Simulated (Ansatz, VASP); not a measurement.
**MgO in VASP and in Ansatz**

The input INCAR:

```
  ALGO = Normal
  EDIFF = 1E-6
  ENCUT = 520
  GGA = PS
  ISIF = 2
  ISMEAR = 0
  LASPH = True
  LCHARG = False
  LREAL = False
  LWAVE = False
  NBANDS = 16
  NELM = 100
  PREC = Accurate
  SIGMA = 0.05
```

The input KPOINTS:

```
k-points
0
Gamma
  9 9 6
```

Contents of POSCAR:

```
MgO
1.0
    3.4769000000      0.0000000000      0.0000000000
   -1.7384500000      3.0110837264      0.0000000000
    0.0000000000      0.0000000000      4.6178000000
Mg O
2 2
Direct
    0.3333333333      0.6666666667      0.0036583380
    0.6666666667      0.3333333333      0.5036583380
    0.3333333333      0.6666666667      0.4009416620
    0.6666666667      0.3333333333      0.9009416620
```

Input for Ansatz:

```yaml
crystal:
  lattice:
    - [3.4769, 0.0, 0.0]
    - [-1.73845, 3.0110837264, 0.0]
    - [0.0, 0.0, 4.6178]
  atoms:
    - { symbol: Mg, position: [0.3333333333, 0.6666666667, 0.003658338] }
    - { symbol: Mg, position: [0.6666666667, 0.3333333333, 0.503658338] }
    - { symbol: O, position: [0.3333333333, 0.6666666667, 0.400941662] }
    - { symbol: O, position: [0.6666666667, 0.3333333333, 0.900941662] }
basis:
  ecutwfc: 520.0
kpoints:
  mp_grid: { grid: [9, 9, 6] }
hamiltonian:
  xc: pbesol
  pseudopotentials: { kind: paw, azcp: { folder: soft_1 } }
scf:
  occupations: { method: gaussian, width: 0.05 }
output:
  forces: true
  stress: true
  eigenvalues: true
```

Alike in both runs: task single point; functional PBEsol; k mesh 9 × 9 × 6; occupations gaussian, width 0.05 eV; no spin polarisation.

|  | VASP | Ansatz |
| --- | --- | --- |
| version | VASP 6.6.1 | Ansatz 0.2.0 |
| potentials or method | VASP PAW PBE potentials, release 64 (Mg, O), cutoff 520 eV | scalar-relativistic, plane waves, PAW |
| valence electrons in the cell | 16 | 32 |

|  | VASP | Ansatz | Ansatz less VASP |
| --- | --- | --- | --- |
| gap on the k mesh at the Fermi level (eV) | 3.10 | 3.10 | +0.005 |
| least direct gap on the mesh (eV) | 3.10 | 3.10 | +0.005 |
| pressure (GPa) | -0.7 | -0.4 | +0.28 |
| traceless stress, the component that is largest in VASP (GPa) | 18.68 | 18.30 | -0.376 |
| rms of the force components (eV/Å) | 1.112 | 1.090 | -0.0219 |

VASP's potentials were made for PBE, not for PBEsol, and Ansatz warns of the same on its side. Atom by atom the forces differ by 0.022 eV/Å (rms over components). VASP's potentials hold 16 valence electrons a cell and Ansatz's 32, so a difference there can come from the potentials and not from the codes.
